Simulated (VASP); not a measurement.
Br, 2 atoms in the cell. The structure is cubic, space group Fd-3m (No. 227). The conventional cell has a = 6.997 Å, b = 6.997 Å, c = 6.997 Å, α = 90.00°, β = 90.00°, γ = 90.00°. Br (site symmetry -43m) has 4 Br at 3.03 Å within 4.0 Å. 

| Item | Value |
| --- | --- |
| Program | VASP 6.6.1 |
| Task | single point |
| Functional | PBE |
| Potentials or basis | VASP PAW PBE potentials, release 64 (Br) |
| Cutoff | 520 eV |
| k mesh | 6 × 6 × 6 |
| Occupations | fermi-dirac, width 0.02 eV |
| Spin | no spin polarisation |
| Dipole correction | no |
| Further INCAR settings | ALGO = Normal; EDIFF = 1e-06; NBANDS = 14 |

Potentials or basis: VASP PAW PBE potentials, release 64 (Br).

Command:

```sh
$ cat potpaw_PBE.64/Br/POTCAR > POTCAR
$ mpirun -np 1 vasp_std > vasp.out
```

Hardware: 1 thread of Intel(R) Xeon(R) Platinum 8375C CPU @ 2.90GHz (Ice Lake) (shared host).

How long does it take, and how much memory?

Run time: 15 s on 1 thread of Intel(R) Xeon(R) Platinum 8375C CPU @ 2.90GHz (Ice Lake), with other jobs on the host, peak memory 0.22 GiB. Counts: scf iterations 10, k points 16.
